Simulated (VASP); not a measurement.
Here is a VASP 6.6.1 calculation.

INCAR

```
PREC = Accurate ; ENCUT = 520
EDIFF = 1E-7 ; ISMEAR = -1
SIGMA = 0.1 ; LREAL = False
LASPH = True ; NELM = 150
ALGO = Normal ; ISIF = 2
LWAVE = False ; LCHARG = False
ISPIN = 2 ; MAGMOM = 1.7 1.7 1.7 1.7 1.7 1.7
LORBIT = 11 ; LMAXMIX = 4
LDIPOL = True ; IDIPOL = 3
DIPOL = 0.5 0.5 0.500 ; GGA = PE
NBANDS = 40
```

The input KPOINTS:

```
regular mesh
0
Gamma
  15 15 1
```

File POSCAR:

```
Co
1.0
    2.4930397979      0.0000000000      0.0000000000
   -1.2465198990      2.1590357976      0.0000000000
    0.0000000000      0.0000000000     26.0923000000
Co
6
Direct
    0.8333333330      0.1666666670      0.3066034076
    0.1666666670      0.8333333330      0.3839620446
    0.8333333330      0.1666666670      0.4613206815
    0.1666666670      0.8333333330      0.5386793185
    0.8333333330      0.1666666670      0.6160379554
    0.1666666670      0.8333333330      0.6933965924
```

Potentials or basis: VASP PAW PBE potentials, release 64 (Co).

Command:

```sh
$ cat potpaw_PBE.64/Co/POTCAR > POTCAR
$ mpirun -np 1 vasp_std > vasp.out
```

**Question.** What does it give for the net moment?

**Answer.** 9.93 μB per cell.

**Question.** Estimate the site moments.

**Answer.** Co +1.75, +1.66, +1.62 μB.

Forces in eV/Å, atoms in the order of the input:
```
Co   0.000  0.000  0.335
Co   0.000  0.000 -0.390
Co   0.000  0.000  0.150
Co   0.000  0.000 -0.150
Co   0.000  0.000  0.390
Co   0.000  0.000 -0.335
```
